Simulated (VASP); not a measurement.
# Hf (Fm-3m) in VASP: a series of runs

Aim: see how the results for Hf move with the level of theory and the settings. Levels: PBE, revPBE. Tasks: single point.

Everything below comes from runs of VASP 6.6.1. Logs are shortened: lines on timing, memory, paths and dates and some standing lists are left out, and cuts for length are marked.

### 1 The cell of the first run

The structure is cubic, space group Fm-3m (No. 225). The conventional cell has a = 4.440 Å, b = 4.440 Å, c = 4.440 Å, α = 90.00°, β = 90.00°, γ = 90.00°. Hf (site symmetry m-3m) has 12 Hf at 3.14 Å within 4.1 Å.

### 2 Single point, PBE

Input file INCAR:

```
PREC = Accurate ; ENCUT = 520
EDIFF = 1E-6 ; ISMEAR = 0
SIGMA = 0.02 ; LREAL = F
LASPH = T ; NELM = 100
ALGO = Normal ; ISIF = 2
LWAVE = F ; LCHARG = F
GGA = PE ; NBANDS = 11
```

Input file KPOINTS:

```
regular mesh
0
Gamma
  10 10 10
```

Input file POSCAR:

```
Hf
1.0
    0.0000000000      2.2200000000      2.2200000000
    2.2200000000      0.0000000000      2.2200000000
    2.2200000000      2.2200000000      0.0000000000
Hf
1
Direct
    0.0000000000      0.0000000000      0.0000000000
```

Potentials or basis: VASP PAW PBE potentials, release 64 (Hf_pv).

On the command line:

```
$ cat potpaw_PBE.64/Hf_pv/POTCAR > POTCAR
$ mpirun -np 1 vasp_std > vasp.out
```

OUTCAR:

```text
PREC = Accurate
   ENCUT = 520
   EDIFF = 1E-6
   ISMEAR = 0
   LREAL = F
   LASPH = T
   NELM = 100
   ISIF = 2
   GGA = PE

 ion  position               nearest neighbor table
   1  0.000  0.000  0.000-

  LATTYP: Found a face centered cubic cell.
 ALAT       =     4.4400000000

  Lattice vectors:

 A1 = (   0.0000000000,   2.2200000000,   2.2200000000)
 A2 = (   2.2200000000,   0.0000000000,   2.2200000000)
 A3 = (   2.2200000000,   2.2200000000,   0.0000000000)

Analysis of symmetry for initial positions (statically):
=====================================================================
 Subroutine PRICEL returns:
 Original cell was already a primitive cell.

 Routine SETGRP: Setting up the symmetry group for a
 face centered cubic supercell.

 Subroutine GETGRP returns: Found 48 space group operations
 (whereof 48 operations were pure point group operations)
 out of a pool of 48 trial point group operations.

The static configuration has the point symmetry O_h .

Analysis of symmetry for dynamics (positions and initial velocities):
=====================================================================
 Subroutine PRICEL returns:
 Original cell was already a primitive cell.

 Routine SETGRP: Setting up the symmetry group for a
 face centered cubic supercell.

 Subroutine GETGRP returns: Found 48 space group operations
 (whereof 48 operations were pure point group operations)
 out of a pool of 48 trial point group operations.

The dynamic configuration has the point symmetry O_h .

 Subroutine INISYM returns: Found 48 space group operations
 (whereof 48 operations are pure point group operations),
 and found     1 'primitive' translations

----------------------------------------------------------------------------------------

                                     Primitive cell

  volume of cell :      21.8821

  direct lattice vectors                    reciprocal lattice vectors
     0.000000000  2.220000000  2.220000000    -0.225225225  0.225225225  0.225225225
     2.220000000  0.000000000  2.220000000     0.225225225 -0.225225225  0.225225225
     2.220000000  2.220000000  0.000000000     0.225225225  0.225225225 -0.225225225

  length of vectors
     3.139554108  3.139554108  3.139554108     0.390101533  0.390101533  0.390101533

  position of ions in fractional coordinates (direct lattice)
     0.000000000  0.000000000  0.000000000

  ion indices of the primitive-cell ions
   primitive index   ion index
[... 73 lines left out ...]
   EDIFF  = 0.1E-05   stopping-criterion for ELM
   LREAL  =      F    real-space projection
   EDIFFG = 0.1E-04   stopping-criterion for IOM
   NSW    =      0    number of steps for IOM
   IBRION =     -1    ionic relax: 0-MD 1-quasi-New 2-CG
   NFREE  =      0    steps in history (QN), initial steepest desc. (CG)
   ISIF   =      2    stress and relaxation
   ISYM   =      2    0-nonsym 1-usesym 2-fastsym
   POTIM  = 0.5000    time-step for ionic-motion
   TEBEG  =    0.0;   TEEND  =   0.0 temperature during run
   PSTRESS=    0.0 pullay stress
   NELECT =      10.0000    total number of electrons
   NUPDOWN=      -1.0000    fix difference up-down
   EMIN   =  10.00;   EMAX   =-10.00  energy-range for DOS
   EFERMI =   0.00;   METHOD = LEGACY
   ISMEAR =     0;   SIGMA  =   0.02  broadening in eV -4-tet -1-fermi 0-gaus
   EFERMI_NEDOS =   21; number of points for ismear=-14 and -15
   IALGO  =     38    algorithm
   IMIX   =      4    mixing-type and parameters
     AMIX     =   0.40;   BMIX     =  1.00
     AMIX_MAG =   1.60;   BMIX_MAG =  1.00
  volume/ion in A,a.u.               =      21.88       147.67
  Fermi-wavevector in a.u.,A,eV,Ry     =   1.260991  2.382927 21.634588  1.590097
  Thomas-Fermi vector in A             =   2.394472
   LORBIT       =      0    0 simple, 1 ext, 2 COOP (PROOUT), +10 PAW based schemes
   GGA     = PE    functional components
   LHFCALC =     F    Hartree Fock is set to
   AEXX    =    0.0000 exact exchange contribution
   IVDW    =     0    specifies the selected vdW correction
   LEPSILON=     F    determine dielectric tensor
   LRPA    =     F    only Hartree local field effects (RPA)
 non-spin polarized calculation
 Gauss-broadening in eV      SIGMA  =   0.02
  energy-cutoff  :      520.00
  volume of cell :       21.88
 maximum number of plane-waves:       609
   NGX = 11   NGY = 11   NGZ = 11

 number of electron      10.0000000 magnetization

 Free energy of the ion-electron system (eV)
  ---------------------------------------------------
  ext. energy  EPLUGINS =         0.00000000
  ---------------------------------------------------
  free energy    TOTEN  =        -9.85079295 eV

  energy without entropy =       -9.85052278  energy(sigma->0) =       -9.85065787

 E-fermi :   4.9286     XC(G=0): -11.3843

 val. band max:        4.8848213947   @ k =   0.3000   0.0000   0.0000
 cond. band min:       4.9301150322   @ k =  -0.2000   0.1000   0.0000
 fundamental gap:      0.0452936376
 Fermi energy:         4.9286459453

 k-point     1 :       0.0000    0.0000    0.0000
  band No.  band energies     occupation
      1     -25.0227      2.00000
      2     -25.0227      2.00000
      3     -25.0227      2.00000
      4      -2.3897      2.00000
      5       6.3177      0.00000
      6       6.3177      0.00000
      7       6.3177      0.00000
      8       9.1874      0.00000
      9       9.1874      0.00000
     10      16.2916      0.00000
     11      18.0570      0.00000
[... 309 lines left out ...]
 k-point    24 :       0.4000    0.3000    0.0000
  band No.  band energies     occupation
      1     -25.6930      2.00000
      2     -25.2932      2.00000
      3     -25.2648      2.00000
      4       1.5615      2.00000
      5       3.3527      2.00000
      6       5.7735      0.00000
      7       9.0754      0.00000
      8      10.0983      0.00000
      9      11.2189      0.00000
     10      16.8491      0.00000
     11      18.5106      0.00000

 [... further k-points ...]
[... 5 lines left out ...]
  --------------------------------------------------------------------------------------
  -------------------------------------------------------------------------------------
  Total        0.3348551      0.3348551      0.3348551     -0.0000000      0.0000000      0.0000000
  in kB       24.5176350     24.5176350     24.5176350     -0.0000000      0.0000000      0.0000000
  external PRESSURE =      24.5176350 kB  Pullay stress =       0.0000000 kB

 VOLUME and BASIS-vectors are now :
 -----------------------------------------------------------------------------
  energy-cutoff  :      520.00
  volume of cell :       21.88
      direct lattice vectors                 reciprocal lattice vectors
     0.000000000  2.220000000  2.220000000    -0.225225225  0.225225225  0.225225225
     2.220000000  0.000000000  2.220000000     0.225225225 -0.225225225  0.225225225
     2.220000000  2.220000000  0.000000000     0.225225225  0.225225225 -0.225225225

 POSITION                                       TOTAL-FORCE (eV/Angst)
 -----------------------------------------------------------------------------------
      0.00000      0.00000      0.00000        -0.000000     -0.000000     -0.000000
 -----------------------------------------------------------------------------------
    total drift:                               -0.000000     -0.000000     -0.000000

  FREE ENERGIE OF THE ION-ELECTRON SYSTEM (eV)
  ---------------------------------------------------
  free  energy   TOTEN  =        -9.8507929504 eV

  energy  without entropy=       -9.8505227821  energy(sigma->0) =       -9.85065787
```

stdout:

```text
POSCAR found type information on POSCAR Hf
 POSCAR found :  1 types and       1 ions
 scaLAPACK will be used
 LDA part: xc-table for (Slater+PW92), standard interpolation
 POSCAR, INCAR and KPOINTS ok, starting setup
 FFT: planning ... GRIDC
 FFT: planning ... GRID_SOFT
 FFT: planning ... GRID
 WAVECAR not read
 entering main loop
```

Run time: 13 s. Hardware: 1 thread of Intel Xeon 8259CL, shared host; peak memory 0.14 GiB.

What came out:

```yaml
Free_energy: -9.8508 eV
Pressure: 2.5 GPa
Band_gap_on_the_k_mesh: zero (band 5 reaches 6.32 eV, above the bottom of band 6 at 4.50 eV)
```

Caveat: spin-orbit coupling is left out, which moves the levels of the heavy elements.

### 3 Single point, revPBE

This run uses another cell than the first one, of 23.00 Å³/atom, 1.051 times its volume.

Input file INCAR:

```
SYSTEM = Hf
PREC = Accurate ; ENCUT = 520
EDIFF = 1E-7 ; ISMEAR = -1
SIGMA = 0.05 ; LREAL = .False.
LASPH = .True. ; NELM = 80
ALGO = Normal ; ISIF = 2
LWAVE = .False. ; LCHARG = .False.
GGA = RE ; NBANDS = 11
```

Input file KPOINTS:

```
regular mesh
0
Gamma
  10 10 10
  0 0 0
```

Input file POSCAR:

```
Hf
1.0
    0.0000000000      2.2571434845      2.2571434845
    2.2571434845      0.0000000000      2.2571434845
    2.2571434845      2.2571434845      0.0000000000
Hf
1
Direct
    0.0000000000      0.0000000000      0.0000000000
```

Potentials or basis: VASP PAW PBE potentials, release 64 (Hf_pv).

On the command line:

```
$ cat potpaw_PBE.64/Hf_pv/POTCAR > POTCAR
$ mpirun -np 1 vasp_std > vasp.out
```

OUTCAR:

```text
SYSTEM = Hf
   PREC = Accurate
   ENCUT = 520
   EDIFF = 1E-7
   ISMEAR = -1
   LREAL = .False.
   LASPH = .True.
   NELM = 80
   ISIF = 2
   GGA = RE

 ion  position               nearest neighbor table
   1  0.000  0.000  0.000-

  LATTYP: Found a face centered cubic cell.
 ALAT       =     4.5142869690

  Lattice vectors:

 A1 = (   0.0000000000,   2.2571434845,   2.2571434845)
 A2 = (   2.2571434845,   0.0000000000,   2.2571434845)
[... 516 lines left out ...]
     11      17.6286      0.00000

 [... further k-points ...]

------------------------ aborting loop because EDIFF is reached ----------------------------------------

  FORCE on cell =-STRESS in cart. coord.  units (eV):
  Direction    XX          YY          ZZ          XY          YZ          ZX
  --------------------------------------------------------------------------------------
  -------------------------------------------------------------------------------------
  Total       -0.0721451     -0.0721451     -0.0721451      0.0000000      0.0000000      0.0000000
  in kB       -5.0258581     -5.0258581     -5.0258581      0.0000000      0.0000000      0.0000000
  external PRESSURE =      -5.0258581 kB  Pullay stress =       0.0000000 kB

 VOLUME and BASIS-vectors are now :
 -----------------------------------------------------------------------------
  energy-cutoff  :      520.00
  volume of cell :       23.00
      direct lattice vectors                 reciprocal lattice vectors
     0.000000000  2.257143484  2.257143484    -0.221518926  0.221518926  0.221518926
     2.257143484  0.000000000  2.257143484     0.221518926 -0.221518926  0.221518926
     2.257143484  2.257143484  0.000000000     0.221518926  0.221518926 -0.221518926

 POSITION                                       TOTAL-FORCE (eV/Angst)
 -----------------------------------------------------------------------------------
      0.00000      0.00000      0.00000         0.000000      0.000000      0.000000
 -----------------------------------------------------------------------------------
    total drift:                               -0.000000      0.000000     -0.000000

  FREE ENERGIE OF THE ION-ELECTRON SYSTEM (eV)
  ---------------------------------------------------
  free  energy   TOTEN  =        -9.5202608461 eV

  energy  without entropy=       -9.5073351063  energy(sigma->0) =       -9.51379798
```

OSZICAR:

```text
N       E                     dE             d eps       ncg     rms          rms(c)
DAV:   1     0.130799739643E+02    0.13080E+02   -0.58101E+03  1034   0.836E+02
DAV:   2    -0.934253326305E+01   -0.22423E+02   -0.21781E+02  1342   0.154E+02
DAV:   3    -0.985165057288E+01   -0.50912E+00   -0.50512E+00  1324   0.153E+01
DAV:   4    -0.985380325213E+01   -0.21527E-02   -0.21525E-02  1177   0.120E+00
DAV:   5    -0.985381525819E+01   -0.12006E-04   -0.12006E-04  1319   0.800E-02    0.452E+01
DAV:   6    -0.960493396596E+01    0.24888E+00   -0.21723E-01  1130   0.353E+00    0.269E+01
DAV:   7    -0.952559034141E+01    0.79344E-01   -0.33848E-01  1178   0.430E+00    0.118E+00
DAV:   8    -0.952023098611E+01    0.53594E-02   -0.26560E-02  1178   0.119E+00    0.618E-01
DAV:   9    -0.952025822702E+01   -0.27241E-04   -0.50681E-04  1220   0.190E-01    0.709E-02
DAV:  10    -0.952026059691E+01   -0.23699E-05   -0.38985E-05  1241   0.489E-02    0.748E-02
DAV:  11    -0.952026082021E+01   -0.22330E-06   -0.51002E-06  1220   0.168E-02    0.395E-03
DAV:  12    -0.952026084613E+01   -0.25923E-07   -0.71215E-08   921   0.245E-03
   1 F= -.95202608E+01 E0= -.95137980E+01  d E =-.129257E-01
```

stdout:

```text
POSCAR found type information on POSCAR Hf
 POSCAR found :  1 types and       1 ions
 scaLAPACK will be used
 -----------------------------------------------------------------------------
|                                                                             |
|                                                                             |
|     You enforced a specific xc type in the INCAR file but a different       |
|     I HOPE YOU KNOW WHAT YOU ARE DOING!                                     |
|                                                                             |
 -----------------------------------------------------------------------------

 LDA part: xc-table for (Slater+PW92), standard interpolation
 POSCAR, INCAR and KPOINTS ok, starting setup
 FFT: planning ... GRIDC
 FFT: planning ... GRID_SOFT
 FFT: planning ... GRID
 WAVECAR not read
 entering main loop
```

Run time: 14 s. Hardware: 1 thread of Intel Xeon 8259CL, shared host; peak memory 0.14 GiB.

Results:

| Quantity | Value |
| --- | --- |
| Free energy | -9.5203 eV |
| Pressure | -0.5 GPa |
| Band gap on the k mesh | zero (band 5 reaches 6.03 eV, above the bottom of band 6 at 4.24 eV) |

Levels at points of the mesh, in eV from the Fermi level:
| k point | band 1 | band 2 | band 3 | band 4 | band 5 | band 6 | band 7 | band 8 | band 9 | band 10 |
| --- | --- | --- | --- | --- | --- | --- | --- | --- | --- | --- |
| (0.00, 0.00, 0.00) | -30.14 | -30.14 | -30.14 | -7.11 | 1.41 | 1.41 | 1.41 | 4.11 | 4.11 | 11.18 |
| (0.50, 0.00, 0.00) | -30.87 | -30.24 | -30.24 | -3.55 | 0.47 | 1.20 | 1.20 | 6.14 | 6.14 | 9.07 |
| (0.50, 0.50, 0.00) | -30.83 | -30.40 | -30.40 | -3.13 | -2.02 | 2.36 | 6.16 | 6.73 | 6.73 | 9.66 |

Caveat: the PAW data sets were made with another functional, which shifts forces and pressure a little; spin-orbit coupling is left out, which moves the levels of the heavy elements.
